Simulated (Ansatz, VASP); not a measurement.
## One calculation of RbBr, two programs

The input INCAR:

```
  PREC = Accurate
  ENCUT = 520
  EDIFF = 1E-6
  ISMEAR = 0
  SIGMA = 0.02
  LREAL = False
  LASPH = True
  NELM = 100
  ALGO = Normal
  ISIF = 2
  LWAVE = False
  LCHARG = True
  GGA = PE
  LELF = True
  LVHAR = True
  NBANDS = 15
```

KPOINTS

```
regular mesh
0
Gamma
  6 6 6
```

POSCAR

```
RbBr
1.0
    0.0000000000      3.4732355825      3.4732355825
    3.4732355825      0.0000000000      3.4732355825
    3.4732355825      3.4732355825      0.0000000000
Rb Br
1 1
Direct
    0.0000000000      0.0000000000      0.0000000000
    0.5000000000      0.5000000000      0.5000000000
```

Input for Ansatz:

```yaml
crystal:
  lattice:
    - [0.0, 3.4732355825, 3.4732355825]
    - [3.4732355825, 0.0, 3.4732355825]
    - [3.4732355825, 3.4732355825, 0.0]
  atoms:
    - { symbol: Rb, position: [0.0, 0.0, 0.0] }
    - { symbol: Br, position: [0.5, 0.5, 0.5] }
basis:
  ecutwfc: 420
kpoints:
  mp_grid: { grid: [6, 6, 6] }
hamiltonian:
  xc: pbe
scf:
  occupations: { method: gaussian, width: 0.02 }
output:
  forces: true
  stress: true
  eigenvalues: true
```

Alike in both runs: task single point; functional PBE; k mesh 6 × 6 × 6; occupations gaussian, width 0.02 eV; no spin polarisation.

|  | VASP | Ansatz |
| --- | --- | --- |
| version | VASP 6.6.1 | Ansatz 0.2.0 |
| potentials or method | VASP PAW PBE potentials, release 64 (Rb_sv, Br), cutoff 520 eV | scalar-relativistic, plane waves, PAW |
| valence electrons in the cell | 16 | 16 |

```csv
,VASP,Ansatz,Ansatz less VASP
gap on the k mesh at the Fermi level (eV),4.26,4.26,+0.002
least direct gap on the mesh (eV),4.26,4.26,+0.002
pressure (GPa),0.4,0.4,-0.02
```
